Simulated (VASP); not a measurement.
A run of VASP 6.6.1 is set up as follows.

INCAR

```
SYSTEM = MnAs
  PREC = Accurate
  ENCUT = 520
  EDIFF = 1E-7
  ISMEAR = -1
  SIGMA = 0.05
  LREAL = .FALSE.
  LASPH = .TRUE.
  NELM = 150
  ALGO = Normal
  ISIF = 2
  LWAVE = .FALSE.
  LCHARG = .FALSE.
  ISPIN = 2
  MAGMOM = 0 0 4 4
  LORBIT = 11
  LMAXMIX = 4
  GGA = PE
  NBANDS = 30
```

File KPOINTS:

```
Automatic mesh
0
G
  8 8 5
  0 0 0
```

POSCAR

```
MnAs
1.0
    3.6850999209      0.0000000000      0.0000000000
   -1.8425499604      3.1913901469      0.0000000000
    0.0000000000      0.0000000000      5.6528042183
As Mn
2 2
Direct
    0.6666666667      0.3333333333      0.7500000000
    0.3333333333      0.6666666667      0.2500000000
    0.0000000000      0.0000000000      0.5000000000
    0.0000000000      0.0000000000      0.0000000000
```

Potentials or basis: VASP PAW PBE potentials, release 64 (As, Mn_pv).

Command:

```console
$ cat potpaw_PBE.64/As/POTCAR potpaw_PBE.64/Mn_pv/POTCAR > POTCAR
$ mpirun -np 1 vasp_std > vasp.out
```

Q: Estimate the pressure.

A: -2.3 GPa.

Q: What does it give for the net moment?

A: 6.09 μB per cell.

Q: Estimate the site moments.

A: As -0.12; Mn +3.11 μB.

Stress tensor (GPa, compression positive):
```
-1.40  0.00  0.00
 0.00 -1.40  0.00
 0.00  0.00 -3.97
```
